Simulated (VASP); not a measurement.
# CsRe2 (I4_1/amd) in VASP: further runs, part 3 of 3

VASP 6.6.1. Earlier steps stand in the parts before.

### 4 Single point, PBE

INCAR reads:

```
SYSTEM = CsRe2
PREC     = Accurate       ! precision mode
ENCUT    = 520            ! plane-wave cutoff, eV
EDIFF    = 1E-6           ! SCF threshold, eV
ISMEAR   = 0              ! smearing method
SIGMA    = 0.1            ! smearing width, eV
LREAL    = .FALSE.        ! projectors in reciprocal space
LASPH    = .TRUE.         ! aspherical terms in the spheres
NELM     = 100            ! most SCF steps
ALGO     = Fast           ! electronic algorithm
ISIF     = 2              ! what is computed and relaxed
LWAVE    = .FALSE.        ! write WAVECAR
LCHARG   = .FALSE.        ! write CHGCAR
GGA      = PE             ! functional
NBANDS   = 32             ! bands
```

KPOINTS reads:

```
Automatic mesh
0
G
  10 10 10
  0 0 0
```

POSCAR reads:

```
CsRe2
1.0
   -2.5641962410      2.5641962410      6.1409113310
    2.5641962410     -2.5641962410      6.1409113310
    2.5641962410      2.5641962410     -6.1409113310
Cs Re
2 4
Direct
    0.0000000000      0.0000000000      0.0000000000
    0.7500000000      0.2500000000      0.5000000000
    0.4081727937      0.4081727937      0.0000000000
    0.1581727937      0.6581727937      0.5000000000
    0.3418272063      0.8418272063      0.5000000000
    0.5918272063      0.5918272063      0.0000000000
```

Potentials or basis: VASP PAW PBE potentials, release 64 (Cs_sv, Re).

Run with:

```console
> cat potpaw_PBE.64/Cs_sv/POTCAR potpaw_PBE.64/Re/POTCAR > POTCAR
> mpirun -np 1 vasp_std > vasp.out
```

OUTCAR:

```text
SYSTEM = CsRe2
   PREC = Accurate
   ENCUT = 520
   EDIFF = 1E-6
   ISMEAR = 0
   LREAL = .FALSE.
   LASPH = .TRUE.
   NELM = 100
   ISIF = 2
   GGA = PE

 ion  position               nearest neighbor table
   1  0.000  0.000  0.000-   4 3.22   5 3.22   4 3.22   5 3.22
   2  0.750  0.250  0.500-   3 3.22   6 3.22   3 3.22   6 3.22
   3  0.408  0.408  0.000-   6 2.26   5 2.69   5 2.69   2 3.22   2 3.22
   4  0.158  0.658  0.500-   5 2.26   6 2.69   6 2.69   1 3.22   1 3.22
   5  0.342  0.842  0.500-   4 2.26   3 2.69   3 2.69   1 3.22   1 3.22
   6  0.592  0.592  0.000-   3 2.26   4 2.69   4 2.69   2 3.22   2 3.22

  LATTYP: Found a body centered tetragonal cell.
 ALAT       =     5.1283924820
 C/A-ratio  =     2.3948679250

  Lattice vectors:

 A1 = (  -2.5641962410,   2.5641962410,   6.1409113310)
 A2 = (   2.5641962410,  -2.5641962410,   6.1409113310)
 A3 = (   2.5641962410,   2.5641962410,  -6.1409113310)

Analysis of symmetry for initial positions (statically):
=====================================================================
 Subroutine PRICEL returns:
 Original cell was already a primitive cell.

 Routine SETGRP: Setting up the symmetry group for a
 body centered tetragonal supercell.

 Subroutine GETGRP returns: Found 16 space group operations
 (whereof  8 operations were pure point group operations)
 out of a pool of 16 trial point group operations.

The static configuration has the point symmetry D_2d.
 The point group associated with its full space group is D_4h.

Analysis of symmetry for dynamics (positions and initial velocities):
=====================================================================
 Subroutine PRICEL returns:
 Original cell was already a primitive cell.

 Routine SETGRP: Setting up the symmetry group for a
 body centered tetragonal supercell.

 Subroutine GETGRP returns: Found 16 space group operations
 (whereof  8 operations were pure point group operations)
 out of a pool of 16 trial point group operations.

The dynamic configuration has the point symmetry D_2d.
 The point group associated with its full space group is D_4h.

 Subroutine INISYM returns: Found 16 space group operations
 (whereof  8 operations are pure point group operations),
 and found     1 'primitive' translations

----------------------------------------------------------------------------------------

                                     Primitive cell

  volume of cell :     161.5085

  direct lattice vectors                    reciprocal lattice vectors
    -2.564196241  2.564196241  6.140911331     0.000000000  0.194992876  0.081421140
     2.564196241 -2.564196241  6.140911331     0.194992876  0.000000000  0.081421140
     2.564196241  2.564196241 -6.140911331     0.194992876  0.194992876  0.000000000

  length of vectors
     7.131689610  7.131689610  7.131689610     0.211309308  0.211309308  0.275761570

  position of ions in fractional coordinates (direct lattice)
     0.000000000  0.000000000  0.000000000
     0.750000000  0.250000000  0.500000000
     0.408172794  0.408172794  0.000000000
[... 37 lines left out ...]
 Found    102 irreducible k-points:

 Following reciprocal coordinates:
            Coordinates               Weight
  0.000000  0.000000  0.000000      1.000000
  0.100000 -0.000000  0.000000      8.000000
  0.200000 -0.000000  0.000000      8.000000
  0.300000  0.000000 -0.000000      8.000000
  0.400000  0.000000 -0.000000      8.000000
  0.500000 -0.000000  0.000000      4.000000
[... 16 lines left out ...]
  0.300000  0.300000 -0.000000      8.000000
  0.400000  0.300000  0.000000     16.000000
 [... further k-points ...]
   k-points           NKPTS =    102   k-points in BZ     NKDIM =    102   number of bands    NBANDS=     32
   number of dos      NEDOS =    301   number of ions     NIONS =      6
   total plane-waves  NPLWV = 157464
   dimension x,y,z NGX =    54 NGY =   54 NGZ =   54
   dimension x,y,z NGXF=   108 NGYF=  108 NGZF=  108
   ions per type =               2   4
   NGX,Y,Z   is equivalent  to a cutoff of  12.59, 12.59, 12.59 a.u.
   NGXF,Y,Z  is equivalent  to a cutoff of  25.18, 25.18, 25.18 a.u.
 SYSTEM =  CsRe2
   PREC   = accura    normal or accurate (medium, high low for compatibility)
   ISTART =      0    job   : 0-new  1-cont  2-samecut
   ICHARG =      2    charge: 1-file 2-atom 10-const
   ISPIN  =      1    spin polarized calculation?
   LNONCOLLINEAR =      F non collinear calculations
   LSORBIT =      F    spin-orbit coupling
   LASPH  =      T    aspherical Exc in radial PAW
   ENCUT  =  520.0 eV  38.22 Ry    6.18 a.u.  13.26 13.26 13.26*2*pi/ulx,y,z
   NELM   =    100;   NELMIN=  2; NELMDL= -5     # of ELM steps
   EDIFF  = 0.1E-05   stopping-criterion for ELM
   LREAL  =      F    real-space projection
   EDIFFG = 0.1E-04   stopping-criterion for IOM
   NSW    =      0    number of steps for IOM
   IBRION =     -1    ionic relax: 0-MD 1-quasi-New 2-CG
   NFREE  =      0    steps in history (QN), initial steepest desc. (CG)
   ISIF   =      2    stress and relaxation
   ISYM   =      2    0-nonsym 1-usesym 2-fastsym
   POTIM  = 0.5000    time-step for ionic-motion
   TEBEG  =    0.0;   TEEND  =   0.0 temperature during run
   PSTRESS=    0.0 pullay stress
   NELECT =      46.0000    total number of electrons
   NUPDOWN=      -1.0000    fix difference up-down
   EMIN   =  10.00;   EMAX   =-10.00  energy-range for DOS
   EFERMI =   0.00;   METHOD = LEGACY
   ISMEAR =     0;   SIGMA  =   0.10  broadening in eV -4-tet -1-fermi 0-gaus
   EFERMI_NEDOS =   21; number of points for ismear=-14 and -15
   IALGO  =     68    algorithm
   IMIX   =      4    mixing-type and parameters
     AMIX     =   0.40;   BMIX     =  1.00
     AMIX_MAG =   1.60;   BMIX_MAG =  1.00
  volume/ion in A,a.u.               =      26.92       181.65
  Fermi-wavevector in a.u.,A,eV,Ry     =   1.077116  2.035453 15.785181  1.160178
  Thomas-Fermi vector in A             =   2.213019
   LORBIT       =      0    0 simple, 1 ext, 2 COOP (PROOUT), +10 PAW based schemes
   GGA     = PE    functional components
   LHFCALC =     F    Hartree Fock is set to
   AEXX    =    0.0000 exact exchange contribution
   IVDW    =     0    specifies the selected vdW correction
   LEPSILON=     F    determine dielectric tensor
   LRPA    =     F    only Hartree local field effects (RPA)
 non-spin polarized calculation
 RMM-DIIS sequential band-by-band and
 Gauss-broadening in eV      SIGMA  =   0.10
  energy-cutoff  :      520.00
  volume of cell :      161.51
 maximum number of plane-waves:      4394
 NGX is ok and might be reduce to    54
   NGX = 27   NGY = 27   NGZ = 27

 number of electron      46.0000001 magnetization

 Free energy of the ion-electron system (eV)
  ---------------------------------------------------
  ext. energy  EPLUGINS =         0.00000000
  ---------------------------------------------------
  free energy    TOTEN  =       -40.38033409 eV

  energy without entropy =      -40.33882653  energy(sigma->0) =      -40.35958031

 E-fermi :   3.6561     XC(G=0): -10.3466

 val. band max:        3.6509736355   @ k =  -0.4000   0.4000   0.1000
 cond. band min:       3.6611359810   @ k =  -0.4000   0.5000   0.2000
 fundamental gap:      0.0101623455
 Fermi energy:         3.6561194480

 k-point     1 :       0.0000    0.0000    0.0000
  band No.  band energies     occupation
      1     -17.9730      2.00000
      2     -17.7554      2.00000
      3      -5.7187      2.00000
      4      -5.0705      2.00000
      5      -5.0705      2.00000
      6      -4.8517      2.00000
[... 829 lines left out ...]
     31       6.5786      0.00000
     32       7.2817      0.00000

 [... further k-points ...]

------------------------ aborting loop because EDIFF is reached ----------------------------------------

  FORCE on cell =-STRESS in cart. coord.  units (eV):
  Direction    XX          YY          ZZ          XY          YZ          ZX
  --------------------------------------------------------------------------------------
  -------------------------------------------------------------------------------------
  Total        0.1382727      0.1382727     -2.2171731      0.0000000      0.0000000      0.0000000
  in kB        1.3716760      1.3716760    -21.9945377      0.0000000      0.0000000      0.0000000
  external PRESSURE =      -6.4170619 kB  Pullay stress =       0.0000000 kB

 VOLUME and BASIS-vectors are now :
 -----------------------------------------------------------------------------
  energy-cutoff  :      520.00
  volume of cell :      161.51
      direct lattice vectors                 reciprocal lattice vectors
    -2.564196241  2.564196241  6.140911331     0.000000000  0.194992876  0.081421140
     2.564196241 -2.564196241  6.140911331     0.194992876  0.000000000  0.081421140
     2.564196241  2.564196241 -6.140911331     0.194992876  0.194992876  0.000000000

 POSITION                                       TOTAL-FORCE (eV/Angst)
 -----------------------------------------------------------------------------------
      0.00000      0.00000      0.00000        -0.000000     -0.000000      0.000000
     -0.00000      2.56420      3.07046        -0.000000     -0.000000      0.000000
      0.00000      0.00000      5.01311         0.000000      0.000000      0.545690
      2.56420      0.00000      1.94265         0.000000      0.000000      0.545690
      2.56420     -0.00000      4.19826        -0.000000     -0.000000     -0.545690
      0.00000      0.00000      7.26872         0.000000      0.000000     -0.545690
 -----------------------------------------------------------------------------------
    total drift:                               -0.000000     -0.000000      0.000000

  FREE ENERGIE OF THE ION-ELECTRON SYSTEM (eV)
  ---------------------------------------------------
  free  energy   TOTEN  =       -40.3803340919 eV

  energy  without entropy=      -40.3388265319  energy(sigma->0) =      -40.35958031
```

Wall time 19 min (1 thread of Intel Xeon 6975P-C (Granite Rapids), shared host); peak memory 0.68 GiB.

What came out:

- Free energy: -40.3803 eV
- Pressure: -0.6 GPa
- Largest force: 0.546 eV/Å
- Band gap on the k mesh: zero (bands 23 and 24 overlap by 1.19 eV)

Forces in eV/Å, atoms in the order of the input:
```
Cs   0.000  0.000  0.000
Cs   0.000  0.000  0.000
Re   0.000  0.000  0.546
Re   0.000  0.000  0.546
Re   0.000  0.000 -0.546
Re   0.000  0.000 -0.546
```

Caveat: spin-orbit coupling is left out, which moves the levels of the heavy elements.

### 5 Overview

```tsv
cell	k mesh	further INCAR settings	gap on the mesh (eV)	pressure (GPa)	largest force (eV/Å)
a = 7.132 Å, angles 137.9, 137.9, 61.1°, 6 atoms, atomic positions A	12 × 12 × 12	ALGO = Fast; EDIFF = 1e-07; NBANDS = 32	none	-0.6	0.54
a = 8.296 Å, angles 149.1, 149.1, 44.3°, 6 atoms, atomic positions B	6 × 6 × 6	ALGO = Fast; EDIFF = 1e-06; NBANDS = 32	none	-0.6	0.09
a = 7.132 Å, angles 137.9, 137.9, 61.1°, 6 atoms, atomic positions A	10 × 10 × 10	ALGO = Fast; EDIFF = 1e-06; NBANDS = 32	none	-0.6	0.55
```

Alike in all rows: task single point; level PBE; potentials or basis VASP PAW PBE potentials, release 64 (Cs_sv, Re); no spin polarisation; cutoff (eV) 520; smearing gaussian 0.1 eV.

Caveats: spin-orbit coupling is left out, which moves the levels of the heavy elements.

Absolute energies hang on the potentials; compare differences alone.
